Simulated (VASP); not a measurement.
A run of VASP 6.6.1:

File INCAR:

```
SYSTEM = HfO2
PREC = Accurate
ENCUT = 600
EDIFF = 1E-6
ISMEAR = 0
SIGMA = 0.05
LREAL = .False.
LASPH = .True.
NELM = 120
ALGO = Normal
ISIF = 2
LWAVE = .False.
LCHARG = .False.
GGA = PE
NBANDS = 56
GGA_COMPAT = .False.
```

Contents of KPOINTS:

```
regular mesh
0
Gamma
  6 6 3
  0 0 0
```

Contents of POSCAR:

```
HfO2
1.0
   -2.5575000000     -2.5575000000      0.0000000000
    2.5575000000     -2.5575000000      0.0000000000
   -0.5115000000     -0.5115000000     10.2300000000
Hf O
4 8
Direct
   -0.1875000000      0.0000000000      0.9375000000
    0.4625000000      0.5000000000      0.1875000000
   -0.0875000000      0.0000000000      0.4375000000
    0.3625000000      0.5000000000      0.6875000000
    0.4875000000      0.0000000000      0.0625000000
   -0.0625000000      0.5000000000      0.3125000000
    0.3875000000      0.0000000000      0.5625000000
   -0.1625000000      0.5000000000      0.8125000000
    0.4375000000      0.0000000000      0.3125000000
   -0.1125000000      0.5000000000      0.5625000000
    0.3375000000      0.0000000000      0.8125000000
   -0.0125000000      0.5000000000      0.0625000000
```

Potentials or basis: VASP PAW PBE potentials, release 64 (Hf_pv, O).

Launch:

```console
$ cat potpaw_PBE.64/Hf_pv/POTCAR potpaw_PBE.64/O/POTCAR > POTCAR
$ mpirun -np 1 vasp_std > vasp.out
```

Hardware: 1 thread of Intel(R) Xeon(R) Platinum 8488C (Sapphire Rapids) (shared host).

Q: Estimate the wall time of this run.

A: It took 4.8 min on 1 thread of Intel(R) Xeon(R) Platinum 8488C (Sapphire Rapids), on a shared host, peak memory 0.42 GiB. Counts: scf iterations 17, k points 40.
